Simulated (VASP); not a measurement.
## W: single point with PBEsol

The system is W.

```xyz
1
Lattice="-1.5823 1.5823 1.5823 1.5823 -1.5823 1.5823 1.5823 1.5823 -1.5823" Properties=species:S:1:pos:R:3 pbc="T T T"
W     0.0000    0.0000    0.0000
```

* Program: VASP 6.6.1
* Task: single point
* Functional: PBEsol
* Potentials or basis: VASP PAW PBE potentials, release 64 (W_sv)
* Cutoff: 520 eV
* k mesh: 12 × 12 × 12
* Occupations: fermi-dirac, width 0.05 eV
* Spin: no spin polarisation

The pressure is -2.4 GPa and the band gap on the k mesh is zero (band 7 reaches 16.46 eV, above the bottom of band 8 at 10.04 eV).

Levels at points of the mesh, in eV from the Fermi level:
```csv
k point,band 4,band 5,band 6,band 7,band 8,band 9,band 10,band 11
"(0.00, 0.00, 0.00)",-37.62,-9.57,-1.15,-1.15,-1.15,2.32,2.32,14.63
"(0.50, 0.00, 0.00)",-37.63,-6.20,-3.49,0.78,2.22,3.20,6.25,11.16
"(0.50, 0.50, 0.50)",-38.53,-5.77,-5.77,5.27,5.27,5.27,8.34,8.34
```

It took 22 s on 1 thread of AMD EPYC 7R43 64-Core Processor (Zen 3), with other jobs on the host, peak memory 0.09 GiB.

Caveat: the PAW data sets were made with another functional, which shifts forces and pressure a little; spin-orbit coupling is left out, which moves the levels of the heavy elements.
